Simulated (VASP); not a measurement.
# Nb in VASP: a series of runs

Runs on Nb. Level: LDA. Tasks: single point.

All numbers are computed with VASP 6.6.1; they aren't measurements. Logs are shortened: lines on timing, memory, paths and dates and some standing lists are left out, and cuts for length are marked.

## Step 1: The cell of the first run

The cell holds a slab with vacuum, 5 atoms: a = 3.248 Å, b = 3.248 Å, c = 22.496 Å, α = 90.00°, β = 90.00°, γ = 90.00°.

## Step 2: Single point, LDA

Contents of INCAR:

```
SYSTEM = Nb
PREC     = Accurate       ! precision mode
ENCUT    = 520            ! plane-wave cutoff, eV
EDIFF    = 1E-6           ! SCF threshold, eV
ISMEAR   = -1             ! smearing method
SIGMA    = 0.05           ! smearing width, eV
LREAL    = .FALSE.        ! projectors in reciprocal space
LASPH    = .TRUE.         ! aspherical terms in the spheres
NELM     = 80             ! most SCF steps
ALGO     = Normal         ! electronic algorithm
ISIF     = 2              ! what is computed and relaxed
LWAVE    = .FALSE.        ! write WAVECAR
LCHARG   = .FALSE.        ! write CHGCAR
LDIPOL   = .TRUE.       
IDIPOL   = 3            
DIPOL    = 0.5 0.5 0.500
GGA      = CA             ! functional
NBANDS   = 40             ! bands
```

Contents of KPOINTS:

```
Automatic mesh
0
G
  11 11 1
  0 0 0
```

Contents of POSCAR:

```
Nb
1.0
    3.2478102620      0.0000000000      0.0000000000
    0.0000000000      3.2478102620      0.0000000000
    0.0000000000      0.0000000000     22.4956000000
Nb
5
Direct
    0.0000000000      0.0000000000      0.3556246440
    0.5000000000      0.5000000000      0.4278123218
    0.0000000000      0.0000000000      0.5000000000
    0.5000000000      0.5000000000      0.5721876782
    0.0000000000      0.0000000000      0.6443753560
```

Potentials or basis: VASP PAW LDA potentials, release 64 (Nb_sv).

Run with:

```sh
> cat potpaw_LDA.64/Nb_sv/POTCAR > POTCAR
> mpirun -np 1 vasp_std > vasp.out
```

OUTCAR:

```text
SYSTEM = Nb
   PREC = Accurate
   ENCUT = 520
   EDIFF = 1E-6
   ISMEAR = -1
   LREAL = .FALSE.
   LASPH = .TRUE.
   NELM = 80
   ISIF = 2
   GGA = CA

 ion  position               nearest neighbor table
   1  0.000  0.000  0.356-   2 2.81   2 2.81   2 2.81   2 2.81
   2  0.500  0.500  0.428-   1 2.81   1 2.81   1 2.81   1 2.81   3 2.81   3 2.81   3 2.81   3 2.81

   3  0.000  0.000  0.500-   2 2.81   4 2.81   2 2.81   4 2.81   2 2.81   4 2.81   2 2.81   4 2.81

   4  0.500  0.500  0.572-   5 2.81   5 2.81   5 2.81   5 2.81   3 2.81   3 2.81   3 2.81   3 2.81

   5  0.000  0.000  0.644-   4 2.81   4 2.81   4 2.81   4 2.81

  LATTYP: Found a simple tetragonal cell.
 ALAT       =     3.2478102620
 C/A-ratio  =     6.9263898397

  Lattice vectors:

 A1 = (   3.2478102620,   0.0000000000,   0.0000000000)
 A2 = (   0.0000000000,   3.2478102620,   0.0000000000)
 A3 = (   0.0000000000,   0.0000000000,  22.4956000000)

Analysis of symmetry for initial positions (statically):
=====================================================================
 Subroutine PRICEL returns:
 Original cell was already a primitive cell.

 Routine SETGRP: Setting up the symmetry group for a
 simple tetragonal supercell.

 Subroutine GETGRP returns: Found 16 space group operations
 (whereof 16 operations were pure point group operations)
 out of a pool of 16 trial point group operations.

The static configuration has the point symmetry D_4h.

Analysis of symmetry for dynamics (positions and initial velocities):
=====================================================================
 Subroutine PRICEL returns:
 Original cell was already a primitive cell.

 Routine SETGRP: Setting up the symmetry group for a
 simple tetragonal supercell.

 Subroutine GETGRP returns: Found 16 space group operations
 (whereof 16 operations were pure point group operations)
 out of a pool of 16 trial point group operations.

The dynamic configuration has the point symmetry D_4h.

 Subroutine INISYM returns: Found 16 space group operations
 (whereof 16 operations are pure point group operations),
 and found     1 'primitive' translations

----------------------------------------------------------------------------------------

                                     Primitive cell

  volume of cell :     237.2897

  direct lattice vectors                    reciprocal lattice vectors
     3.247810262  0.000000000  0.000000000     0.307899760  0.000000000  0.000000000
     0.000000000  3.247810262  0.000000000     0.000000000  0.307899760  0.000000000
     0.000000000  0.000000000 22.495600000     0.000000000  0.000000000  0.044453138

  length of vectors
[... 96 lines left out ...]
   NUPDOWN=      -1.0000    fix difference up-down
   EMIN   =  10.00;   EMAX   =-10.00  energy-range for DOS
   EFERMI =   0.00;   METHOD = LEGACY
   ISMEAR =    -1;   SIGMA  =   0.05  broadening in eV -4-tet -1-fermi 0-gaus
   EFERMI_NEDOS =   21; number of points for ismear=-14 and -15
   IALGO  =     38    algorithm
   IMIX   =      4    mixing-type and parameters
     AMIX     =   0.40;   BMIX     =  1.00
     AMIX_MAG =   1.60;   BMIX_MAG =  1.00
  volume/ion in A,a.u.               =      47.46       320.26
  Fermi-wavevector in a.u.,A,eV,Ry     =   1.063211  2.009178 15.380279  1.130419
  Thomas-Fermi vector in A             =   2.198689
   LORBIT       =      0    0 simple, 1 ext, 2 COOP (PROOUT), +10 PAW based schemes
   GGA     = CA    functional components
   LHFCALC =     F    Hartree Fock is set to
   AEXX    =    0.0000 exact exchange contribution
   IVDW    =     0    specifies the selected vdW correction
   LEPSILON=     F    determine dielectric tensor
   LRPA    =     F    only Hartree local field effects (RPA)
 non-spin polarized calculation
  energy-cutoff  :      520.00
  volume of cell :      237.29
 maximum number of plane-waves:      6442
   NGX = 13   NGY = 13   NGZ = 83

 dipolmoment           0.000000      0.000000      0.000000 electrons x Angstroem

 number of electron      64.9999994 magnetization

 dipolmoment           0.000000      0.000000     -0.000000 electrons x Angstroem

 Free energy of the ion-electron system (eV)
  ---------------------------------------------------
  ext. energy  EPLUGINS =         0.00000000
  ---------------------------------------------------
  free energy    TOTEN  =       -52.37274069 eV

  energy without entropy =      -52.31429569  energy(sigma->0) =      -52.34351819

 E-fermi :   1.9257     XC(G=0):  -5.8374

 val. band max:        1.9249319762   @ k =   0.0909   0.0000   0.0000
 cond. band min:       1.9310767407   @ k =   0.4545   0.2727   0.0000
 fundamental gap:      0.0061447646
 Fermi energy:         1.9256643698

 k-point     1 :       0.0000    0.0000    0.0000
  band No.  band energies     occupation
      1     -52.7359      2.00000
      2     -52.7337      2.00000
      3     -52.1597      2.00000
      4     -51.9859      2.00000
      5     -51.7994      2.00000
      6     -29.0682      2.00000
[... 892 lines left out ...]
     39       4.7990      0.00000
     40       5.3143      0.00000

------------------------ aborting loop because EDIFF is reached ----------------------------------------

 vacuum level on the upper side and lower side of the slab       (xc-potential included)        -0.207        -0.207

  FORCE on cell =-STRESS in cart. coord.  units (eV):
  Direction    XX          YY          ZZ          XY          YZ          ZX
  --------------------------------------------------------------------------------------
  -------------------------------------------------------------------------------------
  Total       -5.5398358     -5.5398358     -4.5334773      0.0000000     -0.0000000      0.0000000
  in kB      -37.4049081    -37.4049081    -30.6099872      0.0000000     -0.0000000      0.0000000
  external PRESSURE =     -35.1399345 kB  Pullay stress =       0.0000000 kB

 VOLUME and BASIS-vectors are now :
 -----------------------------------------------------------------------------
  energy-cutoff  :      520.00
  volume of cell :      237.29
      direct lattice vectors                 reciprocal lattice vectors
     3.247810262  0.000000000  0.000000000     0.307899760  0.000000000  0.000000000
     0.000000000  3.247810262  0.000000000     0.000000000  0.307899760  0.000000000
     0.000000000  0.000000000 22.495600000     0.000000000  0.000000000  0.044453138

 POSITION                                       TOTAL-FORCE (eV/Angst)
 -----------------------------------------------------------------------------------
      0.00000      0.00000      7.99999         0.000000     -0.000000      1.341696
      1.62391      1.62391      9.62389         0.000000      0.000000     -1.309304
      0.00000      0.00000     11.24780         0.000000     -0.000000     -0.000000
      1.62391      1.62391     12.87171         0.000000      0.000000      1.309304
      0.00000      0.00000     14.49561        -0.000000     -0.000000     -1.341696
 -----------------------------------------------------------------------------------
    total drift:                                0.000000     -0.000000      0.000000

  FREE ENERGIE OF THE ION-ELECTRON SYSTEM (eV)
  ---------------------------------------------------
  free  energy   TOTEN  =       -52.3727406926 eV

  energy  without entropy=      -52.3142956899  energy(sigma->0) =      -52.34351819

 vacuum level on the upper side and lower side of the slab         5.732         5.732
```

stdout:

```text
POSCAR found type information on POSCAR Nb
 POSCAR found :  1 types and       5 ions
 scaLAPACK will be used
 LDA part: xc-table for (Slater(with rela. corr.)+CA(PZ))
 , standard interpolation
 POSCAR, INCAR and KPOINTS ok, starting setup
 FFT: planning ... GRIDC
 FFT: planning ... GRID_SOFT
 FFT: planning ... GRID
 WAVECAR not read
 entering main loop
```

It took 4 min on 1 thread of Intel Xeon Platinum 8488C (Sapphire Rapids), shared host; peak memory 0.32 GiB.

Results:

* Free energy: -52.3727 eV
* Largest force: 1.342 eV/Å
* Band gap on the k mesh: zero (an odd number of electrons rules out a gap without spin polarisation)

Forces in eV/Å, atoms in the order of the input:
```
Nb   0.000  0.000  1.342
Nb   0.000  0.000 -1.309
Nb   0.000  0.000  0.000
Nb   0.000  0.000  1.309
Nb   0.000  0.000 -1.342
```

Levels at points of the mesh, in eV from the Fermi level:
```csv
k point,band 29,band 30,band 31,band 32,band 33,band 34,band 35,band 36,band 37,band 38
"(0.00, 0.00, 0.00)",0.04,0.10,0.15,0.15,0.27,0.27,0.43,0.45,0.98,0.98
```

## Step 3: Single point, LDA

Contents of INCAR:

```
SYSTEM = Nb
  PREC = Accurate
  ENCUT = 520
  EDIFF = 1E-6
  ISMEAR = -1
  SIGMA = 0.05
  LREAL = .False.
  LASPH = .True.
  NELM = 80
  ALGO = Normal
  ISIF = 2
  LWAVE = .False.
  LCHARG = .False.
  LDIPOL = .True.
  IDIPOL = 3
  DIPOL = 0.5 0.5 0.500
  NBANDS = 40
```

Contents of KPOINTS:

```
regular mesh
0
Gamma
  11 11 1
  0 0 0
```

POSCAR is that of step 2.

Potentials or basis: VASP PAW LDA potentials, release 64 (Nb_sv).

Run with:

```sh
> cat potpaw_LDA.64/Nb_sv/POTCAR > POTCAR
> mpirun -np 1 vasp_std > vasp.out
```

It took 3.7 min on 1 thread of Intel Xeon Platinum 8488C (Sapphire Rapids), shared host; peak memory 0.32 GiB.

It converged, with:

```yaml
Free_energy: -52.3727 eV
Largest_force: 1.342 eV/Å
Band_gap_on_the_k_mesh: zero (an odd number of electrons rules out a gap without spin polarisation)
```

Forces on the atoms (eV/Å):
```
Nb   0.000  0.000  1.342
Nb   0.000  0.000 -1.309
Nb   0.000  0.000  0.000
Nb   0.000  0.000  1.309
Nb   0.000  0.000 -1.342
```

Levels at points of the mesh, in eV from the Fermi level:
```tsv
k point	band 30	band 31	band 32	band 33	band 34	band 35	band 36	band 37
(0.00, 0.00, 0.00)	0.10	0.15	0.15	0.27	0.27	0.43	0.45	0.98
```
